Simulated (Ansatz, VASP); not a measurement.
## Mn3Si: VASP beside Ansatz

The input INCAR:

```
SYSTEM = Mn3Si
ALGO = Normal
EDIFF = 1E-6
ENCUT = 520
GGA = CA
ISIF = 2
ISMEAR = -1
ISPIN = 2
LASPH = .TRUE.
LCHARG = .FALSE.
LMAXMIX = 4
LORBIT = 11
LREAL = .FALSE.
LWAVE = .FALSE.
MAGMOM = 4 4 4 0
NBANDS = 34
NELM = 150
PREC = Accurate
SIGMA = 0.05
```

File KPOINTS:

```
k-points
0
G
  10 10 10
  0 0 0
```

Contents of POSCAR:

```
Mn3Si
1.0
    0.0000000000      2.5877864294      2.5877864294
    2.5877864294      0.0000000000      2.5877864294
    2.5877864294      2.5877864294      0.0000000000
Mn Si
3 1
Direct
    0.5000000000      0.5000000000      0.5000000000
    0.2500000000      0.2500000000      0.2500000000
    0.7500000000      0.7500000000      0.7500000000
    0.0000000000      0.0000000000      0.0000000000
```

Input for Ansatz:

```yaml
crystal:
  lattice:
    - [0.0, 2.5877864294, 2.5877864294]
    - [2.5877864294, 0.0, 2.5877864294]
    - [2.5877864294, 2.5877864294, 0.0]
  atoms:
    - { symbol: Mn, position: [0.5, 0.5, 0.5], spin: 4.0 }
    - { symbol: Mn, position: [0.25, 0.25, 0.25], spin: 4.0 }
    - { symbol: Mn, position: [0.75, 0.75, 0.75], spin: 4.0 }
    - { symbol: Si, position: [0.0, 0.0, 0.0] }
magnetization:
  spin_polarized: true
kpoints:
  mp_grid: { grid: [10, 10, 10] }
scf:
  occupations: { method: fermi_dirac, width: 0.05 }
hamiltonian:
  xc: lda
  pseudopotentials: { kind: all_electron, lapw: { basis_error: 0.001 } }
output:
  forces: true
  stress: true
  eigenvalues: false
  populations: true
```

Change from the starting cell: volume scaled by 0.74, LAPW.

Alike in both runs: task single point; functional LDA; k mesh 10 × 10 × 10; occupations fermi-dirac, width 0.05 eV; collinear spin.

|  | VASP | Ansatz |
| --- | --- | --- |
| version | VASP 6.6.1 | Ansatz 0.2.0 |
| potentials or method | VASP PAW LDA potentials, release 64 (Mn_pv, Si), cutoff 520 eV | all-electron LAPW, scalar-relativistic |

```tsv
	VASP	Ansatz	Ansatz less VASP
pressure (GPa)	72.7	72.9	+0.22
net moment per atom (μB)	0.06	0.25	+0.192
size of the moment on the site where the two differ most (μB)	0.19	0.85	+0.655
```

The net moments are unlike, so the other rows may belong to different states. LDA's correlation is that of Perdew and Zunger in VASP and of Perdew and Wang (1992) in Ansatz. Site moments also hang on the region over which each program counts them. Both programs put the cell under a high pressure, so it lies far from rest at this level. Ansatz ran all-electron here, and VASP with PAW potentials. Ansatz's warnings: seeded moment not kept.

Noted on VASP's run: the cell as given lies far from equilibrium.
